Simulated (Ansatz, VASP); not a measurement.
## SiO2: VASP beside Ansatz

```
CELL_PARAMETERS angstrom
5.08085 0.00000 0.00000
0.00000 5.08085 0.00000
0.00000 0.00000 7.05820
ATOMIC_POSITIONS crystal
Si 0.79186 0.79186 0.50000
Si 0.70814 0.29186 0.25000
Si 0.20814 0.20814 0.00000
Si 0.29186 0.70814 0.75000
O 0.25770 0.41231 0.82884
O 0.08769 0.75770 0.57884
O 0.74230 0.58769 0.32884
O 0.91231 0.24230 0.07884
O 0.75770 0.08769 0.42116
O 0.58769 0.74230 0.67116
O 0.24230 0.91231 0.92116
O 0.41231 0.25770 0.17116
```

Alike in both runs: functional r2SCAN; k mesh 6 × 6 × 4; occupations fermi-dirac, width 0.02 eV; no spin polarisation.

Ansatz relaxed the structure, and its values are those at the end. VASP's run is a single point on that final structure, the one shown.

|  | VASP | Ansatz |
| --- | --- | --- |
| version | VASP 6.6.1 | Ansatz 0.2.0 |
| potentials or method | VASP PAW PBE potentials, release 64 (Si, O), cutoff 520 eV | PAW plane waves |
| valence electrons in the cell | 64 | 64 |

```csv
,VASP,Ansatz,Ansatz less VASP
gap on the k mesh at the Fermi level (eV),6.22,6.22,+0.006
pressure (GPa),-0.7,-0.8,-0.12
rms of the force components (eV/Å),0.007,0.005,-0.0022
```

VASP's potentials were made for PBE, not for r2SCAN. With one functional, cell and mesh, what is left measures potentials, basis and numerics. Ansatz's warnings: stress scf threshold loose.
